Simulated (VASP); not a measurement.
Write the native input for VASP 6.6.1 that does the following.

```yaml
Task: single point
Functional: PBEsol
Potentials_or_basis: VASP PAW PBE potentials, release 64 (C)
Cutoff: 600 eV
k_mesh: 5 × 5 × 5
Occupations: methfessel-paxton, width 0.01 eV
Spin: no spin polarisation
Dipole_correction: no
Further_INCAR_settings: ALGO = Normal; EDIFF = 1e-06; NBANDS = 8
```

The structure of C lies in POSCAR:

```
C
1.0
    5.2310620000      0.0000000000      0.0000000000
    0.0000000000      5.2310620000      0.0000000000
    0.0000000000      0.0000000000      5.2310620000
C
1
Direct
    0.5000000000      0.5000000000      0.5000000000
```

One way to write it, as run:

INCAR

```
SYSTEM = C
  PREC = Accurate
  ENCUT = 600
  EDIFF = 1E-6
  ISMEAR = 1
  SIGMA = 0.01
  LREAL = .False.
  LASPH = .True.
  NELM = 120
  ALGO = Normal
  ISIF = 2
  LWAVE = .False.
  LCHARG = .False.
  GGA = PS
  NBANDS = 8
  GGA_COMPAT = .False.
```

KPOINTS

```
regular mesh
0
Gamma
  5 5 5
  0 0 0
```

Potentials or basis: VASP PAW PBE potentials, release 64 (C).

Launch:

```console
$ cat potpaw_PBE.64/C/POTCAR > POTCAR
$ mpirun -np 1 vasp_std > vasp.out
```

It gave:

```
Pressure               : -0.4 GPa
Band gap on the k mesh : zero (band 2 reaches -4.65 eV, above the bottom of band 3 at -4.79 eV)
```

Caveat: the PAW data sets were made with another functional, which shifts forces and pressure a little.

Run time: 22 s on 1 thread of Intel Xeon 8259CL, with other jobs on the host, peak memory 0.23 GiB.
